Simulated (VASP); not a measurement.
Set up this calculation in VASP 6.6.1, as the native input.

| Quantity | Value |
| --- | --- |
| Task | single point |
| Functional | revPBE |
| Potentials or basis | VASP PAW PBE potentials, release 64 (As) |
| Cutoff | 520 eV |
| k mesh | 12 × 12 × 9 |
| Occupations | fermi-dirac, width 0.1 eV |
| Spin | no spin polarisation |
| Dipole correction | no |
| Further INCAR settings | ALGO = Normal; EDIFF = 1e-07; NBANDS = 18 |

The structure of As lies in POSCAR:

```
As
1.0
    1.7659096246     -7.6655945610      0.0000000000
    1.7659096246      7.6655945610      0.0000000000
    0.0000000000      0.0000000000      4.7307830670
As
4
Direct
    0.0746071071      0.9253928929      0.9226424984
    0.5746071071      0.4253928929      0.5773575016
    0.9253928929      0.0746071071      0.0773575016
    0.4253928929      0.5746071071      0.4226424984
```

These files were run (other wordings do the same):

INCAR

```
SYSTEM = As
  PREC = Accurate
  ENCUT = 520
  EDIFF = 1E-7
  ISMEAR = -1
  SIGMA = 0.1
  LREAL = .False.
  LASPH = .True.
  NELM = 60
  ALGO = Normal
  ISIF = 2
  LWAVE = .False.
  LCHARG = .True.
  GGA = RE
  LELF = .True.
  LVHAR = .True.
  NBANDS = 18
```

KPOINTS

```
regular mesh
0
Gamma
  12 12 9
  0 0 0
```

Potentials or basis: VASP PAW PBE potentials, release 64 (As).

Command:

```sh
$ cat potpaw_PBE.64/As/POTCAR > POTCAR
$ mpirun -np 1 vasp_std > vasp.out
```

Results of the run:

The pressure is 6.5 GPa, the largest force is 1.262 eV/Å and the band gap on the k mesh is 0.64 eV.

Caveat: the cell stands under pressure; the PAW data sets were made with another functional, which shifts forces and pressure a little.

Run time: 21 min on 1 thread of Intel Xeon 8259CL (shared host), peak memory 0.6 GiB.
